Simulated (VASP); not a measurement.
## BN: relaxation of the atoms with PBEsol

BN:

```
B N
1.0
     2.32025    0.00000    0.00000
    -1.16012    2.16833    0.00000
     0.00000    0.00000    6.77595
B N
2 2
Cartesian
  0.0000 1.4456 1.6940
  1.1601 0.7228 5.0820
  0.0000 1.4456 5.0820
  1.1601 0.7228 1.6940
```

This cell differs from its parent crystal: normal strain along x -0.0733, normal strain along z -0.0367.

| Property | Result |
| --- | --- |
| Program | VASP 6.6.1 |
| Task | relaxation of the atoms |
| Functional | PBEsol |
| Potentials or basis | VASP PAW PBE potentials, release 64 (B, N) |
| Cutoff | 520 eV |
| k mesh | 12 × 12 × 4 |
| Occupations | gaussian, width 0.05 eV |
| Spin | no spin polarisation |
| Dipole correction | no |
| Further INCAR settings | ALGO = Normal; EDIFF = 1e-07; IBRION = 2; EDIFFG = -0.01; NSW = 50 |

```yaml
Energy_gained_by_relaxing: 11.6 meV/atom
Ionic_steps: 8
Pressure_after_relaxing: 32.5 GPa
Largest_force_after_relaxing: 0.005 eV/Å
Band_gap_on_the_k_mesh: 3.78 eV, indirect (least direct gap 4.80 eV)
```

Forces in eV/Å, atoms in the order of the input:
```
B    0.000 -0.005  0.000
B    0.000  0.005  0.000
N    0.000  0.003  0.000
N    0.000 -0.003  0.000
```

Stress tensor (GPa, compression positive):
```
77.10  0.00  0.00
 0.00 19.93  0.00
 0.00  0.00  0.44
```

The path:
```csv
step,energy change (eV),largest force (eV/Å),pressure (GPa)
1,0.0000,1.5539,33.87
2,0.8123,7.5456,36.59
3,-0.0465,0.0177,32.48
4,-0.0465,0.0234,32.50
5,-0.0465,0.0218,32.50
6,-0.0465,0.0185,32.50
7,-0.0465,0.0103,32.49
8,-0.0465,0.0051,32.49
```

Final structure:
```
B N
1.0
     2.32025    0.00000    0.00000
    -1.16012    2.16833    0.00000
     0.00000    0.00000    6.77595
B N
2 2
Direct
  0.33658 0.67316 0.25000
  0.66342 0.32684 0.75000
  0.33693 0.67386 0.75000
  0.66307 0.32614 0.25000
```

Levels at points of the mesh, in eV from the valence-band top:
```csv
k point,band 5,band 6,band 7,band 8,band 9,band 10,band 11,band 12
"(0.00, 0.00, 0.00)",-1.87,-1.84,-0.51,-0.49,4.77,10.09,11.31,11.80
"(0.50, 0.00, 0.00)",-4.82,-4.78,-1.32,-0.47,4.58,5.83,9.84,10.25
"(0.00, 0.50, 0.00)",-3.24,-3.20,-1.97,-1.02,3.78,5.30,10.93,12.20
"(0.00, 0.00, 0.50)",-1.85,-1.85,-0.50,-0.50,7.13,7.13,11.67,11.67
"(0.50, 0.00, 0.50)",-4.80,-4.80,-0.88,-0.88,5.02,5.02,10.19,10.19
"(0.00, 0.50, 0.50)",-3.22,-3.22,-1.49,-1.49,4.33,4.33,12.25,12.25
```

Run time: 120 s on 1 thread of Intel Xeon 6975P-C, on a shared host, peak memory 0.18 GiB.

Caveat: the cell differs from its parent crystal (normal strain along x -0.0733, normal strain along z -0.0367); the PAW data sets were made with another functional, which shifts forces and pressure a little; this functional lacks dispersion, which binds the layers, so the pressure and a relaxed spacing across them are unreliable. A k mesh can miss the band edges.
